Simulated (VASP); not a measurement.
# RbBr: single point with PBE

The system is RbBr.

```
CELL_PARAMETERS angstrom
0.00000 3.54348 3.54348
3.54348 0.00000 3.54348
3.54348 3.54348 0.00000
ATOMIC_POSITIONS crystal
Rb 0.00000 0.00000 0.00000
Br 0.50000 0.50000 0.50000
```

```json
{"Program": "VASP 6.6.1", "Task": "single point", "Functional": "PBE", "Potentials or basis": "VASP PAW PBE potentials, release 64 (Rb_sv, Br)", "Cutoff": "520 eV", "k mesh": "6 × 6 × 6", "Occupations": "gaussian, width 0.01 eV", "Spin": "no spin polarisation", "Dipole correction": "no", "Further INCAR settings": "ALGO = Normal; EDIFF = 1e-06; NBANDS = 15"}
```

```
Pressure               : -0.3 GPa
Band gap on the k mesh : 4.12 eV
```

Levels at points of the mesh, in eV from the valence-band top:
| k point | band 6 | band 7 | band 8 | band 9 | band 10 | band 11 |
| --- | --- | --- | --- | --- | --- | --- |
| (0.00, 0.00, 0.00) | 0.00 | 0.00 | 0.00 | 4.12 | 7.23 | 7.23 |
| (0.50, 0.00, 0.00) | -0.83 | -0.28 | -0.28 | 6.55 | 7.36 | 9.18 |
| (0.50, 0.50, 0.00) | -0.44 | -0.15 | -0.15 | 5.69 | 6.75 | 8.69 |

Run time: 47 s on 1 thread of Intel Xeon 8259CL, with other jobs on the host, peak memory 0.24 GiB.
